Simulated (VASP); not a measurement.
# Pr4Hg (R-3m) in VASP: relaxation of cell and atoms with PBE

Aim: the relaxation of cell and atoms of Pr4Hg with PBE.

All numbers are computed with VASP 6.6.1; they aren't measurements. Logs are shortened: lines on timing, memory, paths and dates and some standing lists are left out, and cuts for length are marked.

## Step 1: The cell of the first run

Symmetry: R-3m, No. 166, trigonal system. The conventional cell has a = 6.235 Å, b = 6.235 Å, c = 13.478 Å, α = 90.00°, β = 90.00°, γ = 120.00°. Within 3.8 Å of Pr (site symmetry 2/m) lie 6 Pr at 2.88 to 3.12 Å and 2 Hg at 3.12 Å. Within 3.8 Å of Pr (site symmetry -3m) lie 6 Pr at 2.88 Å. Hg (site symmetry -3m) has 12 Pr at 3.12 to 4.24 Å within 4.3 Å.

The cell was generated, and may not be a known phase.

## Step 2: Relaxation of cell and atoms, PBE

INCAR

```
PREC     = Accurate       # precision mode
ENCUT    = 500            # plane-wave cutoff, eV
EDIFF    = 1E-7           # SCF threshold, eV
ISMEAR   = 0              # smearing method
SIGMA    = 0.2            # smearing width, eV
LREAL    = False          # projectors in reciprocal space
LASPH    = True           # aspherical terms in the spheres
NELM     = 200            # most SCF steps
ALGO     = Normal         # electronic algorithm
ISIF     = 3              # what is computed and relaxed
LWAVE    = False          # write WAVECAR
LCHARG   = False          # write CHGCAR
GGA      = PE             # functional
IBRION   = 2              # ionic algorithm
NSW      = 36             # ionic steps
EDIFFG   = -0.08          # ionic threshold
GGA_COMPAT= False        
NELMIN   = 4            
LMAXMIX  = 6              # l up to which the mixer works
```

KPOINTS

```
regular mesh
0
Gamma
  3 3 3
```

POSCAR

```
Pr4Hg
1.0
    3.1176411800      1.7999709700      4.4926568100
   -3.1176411800      1.7999709700      4.4926568100
    0.0000000000     -3.5999419500      4.4926568100
Pr Hg
4 1
Direct
    0.0000000000      0.0000000000      0.5000000000
    0.5000000000      0.0000000000      0.0000000000
    0.0000000000      0.5000000000      0.0000000000
    0.0000000000      0.0000000000      0.0000000000
    0.5000000000      0.5000000000      0.5000000000
```

Potentials or basis: VASP PAW PBE potentials, release 64 (Pr_3, Hg), 4f in core.

Run with:

```
$ cat potpaw_PBE.64/Pr_3/POTCAR potpaw_PBE.64/Hg/POTCAR > POTCAR
$ mpirun -np 1 vasp_std > vasp.out
```

OUTCAR:

```text
PREC = Accurate
   ENCUT = 500
   EDIFF = 1E-7
   ISMEAR = 0
   LREAL = False
   LASPH = True
   NELM = 200
   ISIF = 3
   GGA = PE
   IBRION = 2
   NSW = 36
   EDIFFG = -0.08
   NELMIN = 4

 ion  position               nearest neighbor table
   1  0.000  0.000  0.500-   4 2.88   4 2.88   3 3.12   2 3.12   3 3.12   2 3.12   5 3.12   5 3.12

   2  0.500  0.000  0.000-   4 2.88   4 2.88   5 3.12   5 3.12   1 3.12   1 3.12   3 3.12   3 3.12

   3  0.000  0.500  0.000-   4 2.88   4 2.88   5 3.12   1 3.12   1 3.12   5 3.12   2 3.12   2 3.12

   4  0.000  0.000  0.000-   2 2.88   3 2.88   3 2.88   2 2.88   1 2.88   1 2.88
   5  0.500  0.500  0.500-   2 3.12   3 3.12   2 3.12   3 3.12   1 3.12   1 3.12

  LATTYP: Found a trigonal (rhomboedric) cell.
 ALAT       =     5.7570432717
 COS(alpha) =     0.4134794047

  Lattice vectors:

 A1 = (   3.1176411800,   1.7999709700,   4.4926568100)
 A2 = (  -3.1176411800,   1.7999709700,   4.4926568100)
 A3 = (   0.0000000000,  -3.5999419500,   4.4926568100)

Analysis of symmetry for initial positions (statically):
=====================================================================
 Subroutine PRICEL returns:
 Original cell was already a primitive cell.

 Routine SETGRP: Setting up the symmetry group for a
 trigonal (rhombohedral) supercell.

 Subroutine GETGRP returns: Found 12 space group operations
 (whereof 12 operations were pure point group operations)
 out of a pool of 12 trial point group operations.

The static configuration has the point symmetry D_3d.

Analysis of symmetry for dynamics (positions and initial velocities):
=====================================================================
 Subroutine PRICEL returns:
 Original cell was already a primitive cell.

 Routine SETGRP: Setting up the symmetry group for a
 trigonal (rhombohedral) supercell.

 Subroutine GETGRP returns: Found 12 space group operations
 (whereof 12 operations were pure point group operations)
 out of a pool of 12 trial point group operations.

The dynamic configuration has the point symmetry D_3d.

 Subroutine INISYM returns: Found 12 space group operations
 (whereof 12 operations are pure point group operations),
 and found     1 'primitive' translations

----------------------------------------------------------------------------------------

                                     Primitive cell

  volume of cell :     151.2677

  direct lattice vectors                    reciprocal lattice vectors
     3.117641180  1.799970970  4.492656810     0.160377661  0.092594086  0.074195147
    -3.117641180  1.799970970  4.492656810    -0.160377661  0.092594086  0.074195147
     0.000000000 -3.599941950  4.492656810     0.000000000 -0.185188172  0.074195147

  length of vectors
     5.757043272  5.757043272  5.757043274     0.199498318  0.199498318  0.199498318

[... 71 lines left out ...]
   IBRION =      2    ionic relax: 0-MD 1-quasi-New 2-CG
   NFREE  =      1    steps in history (QN), initial steepest desc. (CG)
   ISIF   =      3    stress and relaxation
   ISYM   =      2    0-nonsym 1-usesym 2-fastsym
   POTIM  = 0.5000    time-step for ionic-motion
   TEBEG  =    0.0;   TEEND  =   0.0 temperature during run
   PSTRESS=    0.0 pullay stress
   NELECT =      56.0000    total number of electrons
   NUPDOWN=      -1.0000    fix difference up-down
   EMIN   =  10.00;   EMAX   =-10.00  energy-range for DOS
   EFERMI =   0.00;   METHOD = LEGACY
   ISMEAR =     0;   SIGMA  =   0.20  broadening in eV -4-tet -1-fermi 0-gaus
   EFERMI_NEDOS =   21; number of points for ismear=-14 and -15
   IALGO  =     38    algorithm
   IMIX   =      4    mixing-type and parameters
     AMIX     =   0.40;   BMIX     =  1.00
     AMIX_MAG =   1.60;   BMIX_MAG =  1.00
  volume/ion in A,a.u.               =      30.25       204.16
  Fermi-wavevector in a.u.,A,eV,Ry     =   1.175499  2.221370 18.800490  1.381797
  Thomas-Fermi vector in A             =   2.311878
   LORBIT       =      0    0 simple, 1 ext, 2 COOP (PROOUT), +10 PAW based schemes
   GGA     = PE    functional components
   LHFCALC =     F    Hartree Fock is set to
   AEXX    =    0.0000 exact exchange contribution
   IVDW    =     0    specifies the selected vdW correction
   LEPSILON=     F    determine dielectric tensor
   LRPA    =     F    only Hartree local field effects (RPA)
 conjugate gradient relaxation of ions
 non-spin polarized calculation
 Gauss-broadening in eV      SIGMA  =   0.20
  energy-cutoff  :      500.00
  volume of cell :      151.27
 maximum number of plane-waves:      3848
 NGX is ok and might be reduce to    42
   NGX = 21   NGY = 21   NGZ = 21

--------------------------------------- Ionic step        1  -------------------------------------------

 number of electron      56.0000002 magnetization

 Free energy of the ion-electron system (eV)
  ---------------------------------------------------
  ext. energy  EPLUGINS =         0.00000000
  ---------------------------------------------------
  free energy    TOTEN  =       -13.68124550 eV

  energy without entropy =      -13.56570789  energy(sigma->0) =      -13.62347669

 E-fermi :   3.8461     XC(G=0):  -9.9291

 val. band max:        3.8233466100   @ k =   0.3333   0.3333   0.3333
 cond. band min:       3.9038092710   @ k =   0.3333   0.3333   0.0000
 fundamental gap:      0.0804626609
 Fermi energy:         3.8460834557

 k-point     1 :       0.0000    0.0000    0.0000
  band No.  band energies     occupation
      1     -33.1062      2.00000
      2     -32.1887      2.00000
      3     -32.1887      2.00000
      4     -31.9681      2.00000
      5     -17.8085      2.00000
      6     -16.0961      2.00000
[... 315 lines left out ...]
  FREE ENERGIE OF THE ION-ELECTRON SYSTEM (eV)
  ---------------------------------------------------
  free  energy   TOTEN  =       -15.6970078227 eV

  energy  without entropy=      -15.5257119812  energy(sigma->0) =      -15.61135990

[... ionic steps 4 to 9 ...]

--------------------------------------- Ionic step       10  -------------------------------------------

 number of electron      56.0000006 magnetization

------------------------ aborting loop because EDIFF is reached ----------------------------------------
[... 73 lines left out ...]
--------------------------------------- Ionic step       12  -------------------------------------------

 number of electron      56.0000003 magnetization

 Free energy of the ion-electron system (eV)
  ---------------------------------------------------
  ext. energy  EPLUGINS =         0.00000000
  ---------------------------------------------------
  free energy    TOTEN  =       -15.79676909 eV

  energy without entropy =      -15.56602369  energy(sigma->0) =      -15.68139639

 E-fermi :   1.6603     XC(G=0):  -8.1870

 val. band max:        1.5724544741   @ k =  -0.3333   0.3333   0.0000
 cond. band min:       1.6631411342   @ k =   0.0000   0.0000   0.0000
 fundamental gap:      0.0906866601
 Fermi energy:         1.6602855527

 k-point     1 :       0.0000    0.0000    0.0000
  band No.  band energies     occupation
      1     -35.2535      2.00000
      2     -34.9345      2.00000
      3     -34.7686      2.00000
      4     -34.7686      2.00000
      5     -18.0090      2.00000
      6     -17.4608      2.00000
[... 237 lines left out ...]
  FREE ENERGIE OF THE ION-ELECTRON SYSTEM (eV)
  ---------------------------------------------------
  free  energy   TOTEN  =       -15.7967690873 eV

  energy  without entropy=      -15.5660236890  energy(sigma->0) =      -15.68139639

 reached required accuracy - stopping structural energy minimisation
```

OSZICAR:

```text
N       E                     dE             d eps       ncg     rms          rms(c)
DAV:   1     0.524214777253E+03    0.52421E+03   -0.27226E+04   396   0.156E+03
DAV:   2     0.184974341658E+02   -0.50572E+03   -0.49966E+03   451   0.409E+02
DAV:   3    -0.168736272572E+02   -0.35371E+02   -0.34736E+02   662   0.862E+01
[... 165 lines left out ...]
DAV:   9    -0.157967664542E+02    0.29018E-05   -0.51533E-06   474   0.143E-02    0.656E-03
DAV:  10    -0.157967685210E+02   -0.20668E-05   -0.88882E-07   437   0.556E-03    0.220E-03
DAV:  11    -0.157967688161E+02   -0.29517E-06   -0.82786E-08   274   0.176E-03    0.114E-03
DAV:  12    -0.157967691500E+02   -0.33391E-06   -0.55551E-08   255   0.159E-03    0.220E-04
DAV:  13    -0.157967690873E+02    0.62718E-07   -0.13887E-08   255   0.541E-04
  12 F= -.15796769E+02 E0= -.15681396E+02  d E =-.562237E-02
```

Wall time 4.3 min (1 thread of Intel Xeon 6975P-C (Granite Rapids), shared host); peak memory 0.27 GiB.

What came out:

```yaml
Free_energy: -15.7968 eV
Relaxed_volume: 45.87 Å³/atom
Relaxed_cell: a = 6.967 Å, b = 6.967 Å, c = 6.967 Å, α = 58.21°, β = 58.21°, γ = 58.21°
Space_group_after_relaxing_to_0.1_Å: R-3m (No. 166)
Energy_gained_by_relaxing: 423.1 meV/atom
Ionic_steps: 12
Pressure_after_relaxing: 0.1 GPa
Band_gap_on_the_k_mesh: zero (bands 28 and 29 overlap by 0.32 eV)
```

Step by step:
| step | energy change (eV) | largest force (eV/Å) | pressure (GPa) | volume (Å³) |
| --- | --- | --- | --- | --- |
| 1 | 0.0000 | 0.0000 | 14.36 | 151.27 |
| 2 | -1.9998 | 0.0000 | -0.60 | 218.53 |
| 3 | -2.0158 | 0.0000 | 0.23 | 208.63 |
| 4 | -2.0170 | 0.0000 | 0.04 | 210.74 |
| 5 | -2.0194 | 0.0000 | 0.04 | 211.15 |
| 6 | -2.0277 | 0.0000 | 0.06 | 212.33 |
| 7 | -2.0477 | 0.0000 | 0.09 | 214.61 |
| 8 | -2.0868 | 0.0000 | 0.19 | 218.79 |
| 9 | -2.1024 | 0.0000 | 0.54 | 225.67 |
| 10 | -2.1099 | 0.0000 | 0.42 | 223.56 |
| 11 | -2.1129 | 0.0000 | 0.31 | 225.36 |
| 12 | -2.1155 | 0.0000 | 0.09 | 229.35 |

Final structure:
```xyz
5
Lattice="3.3890 1.9566 5.7644 -3.3890 1.9566 5.7644 0.0000 -3.9133 5.7644" Properties=species:S:1:pos:R:3 pbc="T T T"
Pr    0.0000   -1.9566    2.8822
Pr    1.6945    0.9783    2.8822
Pr   -1.6945    0.9783    2.8822
Pr    0.0000    0.0000    0.0000
Hg    0.0000    0.0000    8.6467
```

Levels at points of the mesh, in eV from the Fermi level:
```csv
k point,band 25,band 26,band 27,band 28,band 29,band 30
"(0.00, 0.00, 0.00)",-1.12,-1.02,-1.02,-0.20,-0.20,0.00
```

Caveat: the k points lie up to 0.38 Å⁻¹ apart in the final cell; the volume moved by over 15 % at a fixed basis, so the end points are rough; spin-orbit coupling is left out, which moves the levels of the heavy elements; the 4f electrons are frozen in the core, so they carry no moment and show no levels. Spin polarisation is off, so any magnetic state and its effect on volume and gap are missing.

The gap in the log of VASP goes by the Fermi energy; the results here count the filled bands.